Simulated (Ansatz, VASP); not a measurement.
## Two plane-wave programs on PtS2

Contents of INCAR:

```
SYSTEM = PtS2
  ALGO = Normal
  EDIFF = 1E-6
  EDIFFG = -0.005
  ENCUT = 600
  GGA = PS
  IBRION = 2
  ISIF = 3
  ISMEAR = 0
  LASPH = .TRUE.
  LCHARG = .FALSE.
  LREAL = .FALSE.
  LWAVE = .FALSE.
  NELM = 100
  NSW = 100
  PREC = Accurate
  SIGMA = 0.02
```

Contents of KPOINTS:

```
k-points
0
G
  12 12 8
  0 0 0
```

File POSCAR:

```
PtS2
1.0
    3.5645589170      0.0000000000      0.0000000000
   -1.7822794585      3.0869985754      0.0000000000
    0.0000000000      0.0000000000      4.9679715288
Pt S
1 2
Direct
    0.0000000000      0.0000000000      0.0000000000
    0.3333333333      0.6666666667      0.2420100990
    0.6666666667      0.3333333333      0.7579899010
```

Input for Ansatz:

```yaml
crystal:
  lattice:
    - [3.5645589212, 0.0, 0.0]
    - [-1.7822794606, 3.0869985791, 0.0]
    - [0.0, 0.0, 4.9679715032]
  atoms:
    - { symbol: Pt, position: [0.0, 0.0, 0.0] }
    - { symbol: S, position: [0.3333333333, 0.6666666667, 0.2420101001] }
    - { symbol: S, position: [0.6666666667, 0.3333333333, 0.7579898999] }
basis:
  ecutwfc: 420
kpoints:
  mp_grid: { grid: [12, 12, 8] }
hamiltonian:
  xc: pbesol
scf:
  occupations: { method: gaussian, width: 0.02 }
output:
  forces: true
  stress: true
  eigenvalues: true
relax:
  adjacent_minimum: "off"
  f_tol: 0.005
  max_steps: 80
  cell: { stress_tol: 0.05 }
```

Alike in both runs: task relaxation of cell and atoms; functional PBEsol; k mesh 12 × 12 × 8; occupations gaussian, width 0.02 eV; no spin polarisation.

|  | VASP | Ansatz |
| --- | --- | --- |
| version | VASP 6.6.1 | Ansatz 0.2.0 |
| potentials or method | VASP PAW PBE potentials, release 64 (Pt, S), cutoff 600 eV | scalar-relativistic, plane waves, PAW |
| valence electrons in the cell | 22 | 30 |

Ansatz gave:

```
gap on the k mesh at the Fermi level, each at its own relaxed structure (eV) : 0.24
relaxed volume (Å³/atom)                                                     : 17.55
relaxed length of the cell vector where the two differ most in proportion (Å)              : 4.767
```

Task: What did VASP give for the same quantities?

Result: gap on the k mesh at the Fermi level, each at its own relaxed structure (eV): 0.32; relaxed volume (Å³/atom): 17.66; relaxed length of the cell vector where the two differ most in proportion (Å): 4.806.

VASP's potentials were made for PBE, not for PBEsol. VASP's potentials hold 22 valence electrons a cell and Ansatz's 30, so a difference there can come from the potentials and not from the codes.

Spin-orbit coupling is off throughout.
